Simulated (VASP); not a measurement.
# ZrC (Cmmm) in VASP: single point with PBEsol

Aim: the single point of ZrC with PBEsol.

Everything below comes from runs of VASP 6.6.1. Logs are shortened: lines on timing, memory, paths and dates and some standing lists are left out, and cuts for length are marked.

### Step 1. The cell of the first run

It takes space group Cmmm (No. 65, orthorhombic). The conventional cell has a = 3.427 Å, b = 4.908 Å, c = 3.091 Å, α = 90.00°, β = 90.00°, γ = 90.00°. Within 3.0 Å of Zr (site symmetry mmm) lie 8 C at 2.31 to 2.90 Å and 4 Zr at 2.99 Å. C (site symmetry mmm) has 8 Zr at 2.31 to 2.90 Å and 4 C at 2.99 Å within 3.0 Å.

### Step 2. Single point, PBEsol

Input file INCAR:

```
SYSTEM = ZrC
PREC = Accurate
ENCUT = 520
EDIFF = 1E-6
ISMEAR = 0
SIGMA = 0.1
LREAL = .False.
LASPH = .True.
NELM = 60
ALGO = Normal
ISIF = 2
LWAVE = .False.
LCHARG = .False.
GGA = PS
NBANDS = 42
```

Input file KPOINTS:

```
Automatic mesh
0
Gamma
  10 6 10
  0 0 0
```

Input file POSCAR:

```
ZrC
1.0
    3.4268275829      0.0000000000      0.0000000000
    0.0000000000      6.1813983302      0.0000000000
    0.0000000000      0.0000000000      4.9083273326
Zr C
4 4
Direct
    0.0000000000      0.5000000000      0.0507500000
    0.5000000000      0.5000000000      0.5507500000
    0.5000000000      0.0000000000      0.5507500000
    0.0000000000      0.0000000000      0.0507500000
    0.0000000000      0.7500000000      0.5507500000
    0.0000000000      0.2500000000      0.5507500000
    0.5000000000      0.2500000000      0.0507500000
    0.5000000000      0.7500000000      0.0507500000
```

Potentials or basis: VASP PAW PBE potentials, release 64 (Zr_sv, C).

On the command line:

```
cat potpaw_PBE.64/Zr_sv/POTCAR potpaw_PBE.64/C/POTCAR > POTCAR
mpirun -np 1 vasp_std > vasp.out
```

OUTCAR:

```text
SYSTEM = ZrC
   PREC = Accurate
   ENCUT = 520
   EDIFF = 1E-6
   ISMEAR = 0
   LREAL = .False.
   LASPH = .True.
   NELM = 60
   ISIF = 2
   GGA = PS

 ion  position               nearest neighbor table
   1  0.000  0.500  0.051-   7 2.31   8 2.31   7 2.31   8 2.31   5 2.90   6 2.90   5 2.90   6 2.90
                             2 2.99   2 2.99   2 2.99   2 2.99   4 3.09   4 3.09
   2  0.500  0.500  0.551-   5 2.31   6 2.31   5 2.31   6 2.31   7 2.90   8 2.90   7 2.90   8 2.90
                             1 2.99   1 2.99   1 2.99   1 2.99   3 3.09   3 3.09
   3  0.500  0.000  0.551-   5 2.31   6 2.31   5 2.31   6 2.31   7 2.90   8 2.90   7 2.90   8 2.90
                             4 2.99   4 2.99   4 2.99   4 2.99   2 3.09   2 3.09
   4  0.000  0.000  0.051-   7 2.31   8 2.31   7 2.31   8 2.31   5 2.90   6 2.90   5 2.90   6 2.90
                             3 2.99   3 2.99   3 2.99   3 2.99   1 3.09   1 3.09
   5  0.000  0.750  0.551-   2 2.31   3 2.31   2 2.31   3 2.31   1 2.90   4 2.90   1 2.90   4 2.90

   6  0.000  0.250  0.551-   2 2.31   3 2.31   2 2.31   3 2.31   1 2.90   4 2.90   1 2.90   4 2.90

   7  0.500  0.250  0.051-   1 2.31   4 2.31   1 2.31   4 2.31   2 2.90   3 2.90   3 2.90   2 2.90

   8  0.500  0.750  0.051-   1 2.31   4 2.31   1 2.31   4 2.31   2 2.90   3 2.90   3 2.90   2 2.90

  LATTYP: Found a simple orthorhombic cell.
 ALAT       =     3.4268275829
 B/A-ratio  =     1.4323239830
 C/A-ratio  =     1.8038253109

  Lattice vectors:

 A1 = (  -3.4268275829,   0.0000000000,   0.0000000000)
 A2 = (   0.0000000000,   0.0000000000,   4.9083273326)
 A3 = (   0.0000000000,   6.1813983302,   0.0000000000)

Analysis of symmetry for initial positions (statically):
=====================================================================
 Subroutine PRICEL returns following result:

  LATTYP: Found a base centered orthorhombic cell.
 ALAT       =     3.4268275829
 B/A-ratio  =     1.4323239830
 C/A-ratio  =     0.9019126555

  Lattice vectors:

 A1 = (   1.7134137915,   0.0000000000,   2.4541636663)
 A2 = (   1.7134137915,   0.0000000000,  -2.4541636663)
 A3 = (   0.0000000000,   3.0906991651,   0.0000000000)

   4 primitive cells build up your supercell.

 Routine SETGRP: Setting up the symmetry group for a
 simple orthorhombic supercell.

 Subroutine GETGRP returns: Found  8 space group operations
 (whereof  4 operations were pure point group operations)
 out of a pool of  8 trial point group operations.

The static configuration has the point symmetry C_2v.
 The point group associated with its full space group is D_2h.

Analysis of symmetry for dynamics (positions and initial velocities):
=====================================================================
 Subroutine PRICEL returns following result:

  LATTYP: Found a base centered orthorhombic cell.
 ALAT       =     3.4268275829
 B/A-ratio  =     1.4323239830
 C/A-ratio  =     0.9019126555

  Lattice vectors:

 A1 = (   1.7134137915,   0.0000000000,   2.4541636663)
 A2 = (   1.7134137915,   0.0000000000,  -2.4541636663)
 A3 = (   0.0000000000,   3.0906991651,   0.0000000000)

   4 primitive cells build up your supercell.

 Routine SETGRP: Setting up the symmetry group for a
 simple orthorhombic supercell.

 Subroutine GETGRP returns: Found  8 space group operations
 (whereof  4 operations were pure point group operations)
 out of a pool of  8 trial point group operations.

The dynamic configuration has the point symmetry C_2v.
 The point group associated with its full space group is D_2h.

 Subroutine INISYM returns: Found  8 space group operations
 (whereof  4 operations are pure point group operations),
 and found     4 'primitive' translations

----------------------------------------------------------------------------------------

                                     Primitive cell

  volume of cell :      25.9928

  direct lattice vectors                    reciprocal lattice vectors
     1.713413791  0.000000000  2.454163666     0.291815090  0.000000000  0.203735393
     1.713413791  0.000000000 -2.454163666     0.291815090  0.000000000 -0.203735393
     0.000000000  3.090699165  0.000000000     0.000000000  0.323551386  0.000000000

  length of vectors
     2.993109774  2.993109774  3.090699165     0.355899083  0.355899083  0.323551386

  position of ions in fractional coordinates (direct lattice)
     0.050750000  0.949250000  1.000000000
     0.550750000  0.449250000  0.500000000

  ion indices of the primitive-cell ions
   primitive index   ion index
                 1           1
                 2           5

----------------------------------------------------------------------------------------

 KPOINTS: Automatic mesh

Automatic generation of k-mesh.
 Grid dimensions read from file:
 generate k-points for:   10    6   10

 Generating k-lattice:

  Cartesian coordinates                     Fractional coordinates (reciprocal lattice)
     0.029181509  0.000000000  0.000000000     0.100000000  0.000000000  0.000000000
     0.000000000  0.026962616  0.000000000     0.000000000  0.166666667  0.000000000
     0.000000000  0.000000000  0.020373539     0.000000000  0.000000000  0.100000000

  Length of vectors
     0.029181509  0.026962616  0.020373539

  Shift w.r.t. Gamma in fractional coordinates (k-lattice)
     0.000000000  0.000000000  0.000000000

 Subroutine IBZKPT returns following result:
 ===========================================

 Found    144 irreducible k-points:

 Following reciprocal coordinates:
            Coordinates               Weight
  0.000000  0.000000  0.000000      1.000000
  0.100000  0.000000  0.000000      2.000000
  0.200000  0.000000  0.000000      2.000000
  0.300000  0.000000  0.000000      2.000000
  0.400000  0.000000  0.000000      2.000000
  0.500000  0.000000  0.000000      1.000000
[... 16 lines left out ...]
  0.400000  0.500000  0.000000      2.000000
  0.500000  0.500000  0.000000      1.000000
 [... further k-points ...]
   k-points           NKPTS =    144   k-points in BZ     NKDIM =    144   number of bands    NBANDS=     42
   number of dos      NEDOS =    301   number of ions     NIONS =      8
   total plane-waves  NPLWV =  53760
   dimension x,y,z NGX =    28 NGY =   48 NGZ =   40
   dimension x,y,z NGXF=    56 NGYF=   96 NGZF=   80
   ions per type =               4   4
   NGX,Y,Z   is equivalent  to a cutoff of  13.58, 12.91, 13.55 a.u.
   NGXF,Y,Z  is equivalent  to a cutoff of  27.17, 25.82, 27.10 a.u.
 SYSTEM =  ZrC
   PREC   = accura    normal or accurate (medium, high low for compatibility)
   ISTART =      0    job   : 0-new  1-cont  2-samecut
   ICHARG =      2    charge: 1-file 2-atom 10-const
   ISPIN  =      1    spin polarized calculation?
   LNONCOLLINEAR =      F non collinear calculations
   LSORBIT =      F    spin-orbit coupling
   LASPH  =      T    aspherical Exc in radial PAW
   ENCUT  =  520.0 eV  38.22 Ry    6.18 a.u.   6.37 11.49  9.13*2*pi/ulx,y,z
   NELM   =     60;   NELMIN=  2; NELMDL= -5     # of ELM steps
   EDIFF  = 0.1E-05   stopping-criterion for ELM
   LREAL  =      F    real-space projection
   EDIFFG = 0.1E-04   stopping-criterion for IOM
   NSW    =      0    number of steps for IOM
   IBRION =     -1    ionic relax: 0-MD 1-quasi-New 2-CG
   NFREE  =      0    steps in history (QN), initial steepest desc. (CG)
   ISIF   =      2    stress and relaxation
   ISYM   =      2    0-nonsym 1-usesym 2-fastsym
   POTIM  = 0.5000    time-step for ionic-motion
   TEBEG  =    0.0;   TEEND  =   0.0 temperature during run
   PSTRESS=    0.0 pullay stress
   NELECT =      64.0000    total number of electrons
   NUPDOWN=      -1.0000    fix difference up-down
   EMIN   =  10.00;   EMAX   =-10.00  energy-range for DOS
   EFERMI =   0.00;   METHOD = LEGACY
   ISMEAR =     0;   SIGMA  =   0.10  broadening in eV -4-tet -1-fermi 0-gaus
   EFERMI_NEDOS =   21; number of points for ismear=-14 and -15
   IALGO  =     38    algorithm
   IMIX   =      4    mixing-type and parameters
     AMIX     =   0.40;   BMIX     =  1.00
     AMIX_MAG =   1.60;   BMIX_MAG =  1.00
  volume/ion in A,a.u.               =      13.00        87.70
  Fermi-wavevector in a.u.,A,eV,Ry     =   1.392614  2.631658 26.386769  1.939373
  Thomas-Fermi vector in A             =   2.516339
   LORBIT       =      0    0 simple, 1 ext, 2 COOP (PROOUT), +10 PAW based schemes
   GGA     = PS    functional components
   LHFCALC =     F    Hartree Fock is set to
   AEXX    =    0.0000 exact exchange contribution
   IVDW    =     0    specifies the selected vdW correction
   LEPSILON=     F    determine dielectric tensor
   LRPA    =     F    only Hartree local field effects (RPA)
 non-spin polarized calculation
 Gauss-broadening in eV      SIGMA  =   0.10
  energy-cutoff  :      520.00
  volume of cell :      103.97
 maximum number of plane-waves:      2824
 NGX is ok and might be reduce to    28
   NGX = 13   NGY = 23   NGZ = 19

 number of electron      63.9999999 magnetization

 Free energy of the ion-electron system (eV)
  ---------------------------------------------------
  ext. energy  EPLUGINS =         0.00000000
  ---------------------------------------------------
  free energy    TOTEN  =       -75.24516694 eV

  energy without entropy =      -75.23406460  energy(sigma->0) =      -75.23961577

 E-fermi :   9.8880     XC(G=0): -12.2964

 val. band max:        9.8835312142   @ k =   0.4000   0.0000   0.1000
 cond. band min:       9.8887237297   @ k =   0.1000   0.0000   0.2000
 fundamental gap:      0.0051925155
 Fermi energy:         9.8880260670

 k-point     1 :       0.0000    0.0000    0.0000
  band No.  band energies     occupation
      1     -38.5103      2.00000
      2     -38.4287      2.00000
      3     -38.2905      2.00000
      4     -38.2164      2.00000
      5     -17.3483      2.00000
      6     -17.2217      2.00000
[... 34 lines left out ...]
     41      13.1902      0.00000
     42      14.1592      0.00000

 k-point     2 :       0.1000    0.0000    0.0000
  band No.  band energies     occupation
      1     -38.5026      2.00000
      2     -38.4212      2.00000
      3     -38.2934      2.00000
      4     -38.2193      2.00000
      5     -17.3177      2.00000
      6     -17.1930      2.00000
[... 979 lines left out ...]
     41      13.9596      0.00000
     42      13.9625      0.00000

 k-point    24 :       0.5000    0.5000    0.0000
  band No.  band energies     occupation
      1     -38.3371      2.00000
      2     -38.3371      2.00000
      3     -38.3371      2.00000
      4     -38.3371      2.00000
      5     -16.7084      2.00000
      6     -16.7084      2.00000
[... 34 lines left out ...]
     41      14.0027      0.00000
     42      14.0027      0.00000

 [... further k-points ...]
[... 5 lines left out ...]
  --------------------------------------------------------------------------------------
  -------------------------------------------------------------------------------------
  Total        0.2621771      0.2350118      0.1314183      0.0000000      0.0000000      0.0000000
  in kB        4.0401060      3.6214937      2.0251343      0.0000000      0.0000000      0.0000000
  external PRESSURE =       3.2289113 kB  Pullay stress =       0.0000000 kB

 VOLUME and BASIS-vectors are now :
 -----------------------------------------------------------------------------
  energy-cutoff  :      520.00
  volume of cell :      103.97
      direct lattice vectors                 reciprocal lattice vectors
     3.426827583  0.000000000  0.000000000     0.291815090  0.000000000  0.000000000
     0.000000000  6.181398330  0.000000000     0.000000000  0.161775693  0.000000000
     0.000000000  0.000000000  4.908327333     0.000000000  0.000000000  0.203735393

 POSITION                                       TOTAL-FORCE (eV/Angst)
 -----------------------------------------------------------------------------------
      0.00000      3.09070      0.24910         0.000000     -0.000000      0.000000
      1.71341      3.09070      2.70326         0.000000     -0.000000     -0.000000
      1.71341      0.00000      2.70326         0.000000     -0.000000     -0.000000
      0.00000      0.00000      0.24910        -0.000000     -0.000000      0.000000
      0.00000      4.63605      2.70326         0.000000     -0.000000     -0.000000
      0.00000      1.54535      2.70326        -0.000000     -0.000000     -0.000000
      1.71341      1.54535      0.24910         0.000000     -0.000000     -0.000000
      1.71341      4.63605      0.24910        -0.000000      0.000000     -0.000000
 -----------------------------------------------------------------------------------
    total drift:                                0.000000     -0.000000     -0.000004

  FREE ENERGIE OF THE ION-ELECTRON SYSTEM (eV)
  ---------------------------------------------------
  free  energy   TOTEN  =       -75.2451669398 eV

  energy  without entropy=      -75.2340646042  energy(sigma->0) =      -75.23961577
```

Run time: 15 min. Hardware: 1 thread of Intel Xeon Platinum 8488C (Sapphire Rapids), shared host; peak memory 0.55 GiB.

What came out:

- Free energy: -75.2452 eV
- Pressure: 0.3 GPa
- Band gap on the k mesh: zero (band 32 reaches 10.35 eV, above the bottom of band 33 at 9.22 eV)

Levels at points of the mesh, in eV from the Fermi level:
| k point | band 29 | band 30 | band 31 | band 32 | band 33 | band 34 | band 35 | band 36 |
| --- | --- | --- | --- | --- | --- | --- | --- | --- |
| (0.00, 0.00, 0.00) | -0.67 | -0.64 | 0.07 | 0.40 | 1.07 | 1.09 | 1.29 | 1.56 |
| (0.50, 0.00, 0.00) | -2.24 | -2.24 | -0.47 | -0.47 | 0.51 | 0.51 | 2.60 | 2.60 |
| (0.00, 0.50, 0.00) | -1.29 | -1.29 | -0.33 | -0.33 | 1.18 | 1.18 | 1.67 | 1.67 |
| (0.50, 0.50, 0.00) | -2.46 | -2.46 | -2.46 | -2.46 | 1.39 | 1.39 | 1.39 | 1.39 |
| (0.00, 0.00, 0.50) | -0.74 | -0.74 | -0.30 | -0.30 | 0.13 | 0.13 | 1.20 | 1.20 |
| (0.50, 0.00, 0.50) | -1.65 | -1.65 | -1.63 | -1.63 | 1.23 | 1.23 | 1.37 | 1.37 |
| (0.00, 0.50, 0.50) | -1.73 | -1.73 | -1.73 | -1.73 | 1.75 | 1.75 | 1.75 | 1.75 |
| (0.50, 0.50, 0.50) | -1.94 | -1.94 | -1.94 | -1.94 | 2.35 | 2.35 | 2.35 | 2.35 |

Caveat: the PAW data sets were made with another functional, which shifts forces and pressure a little.
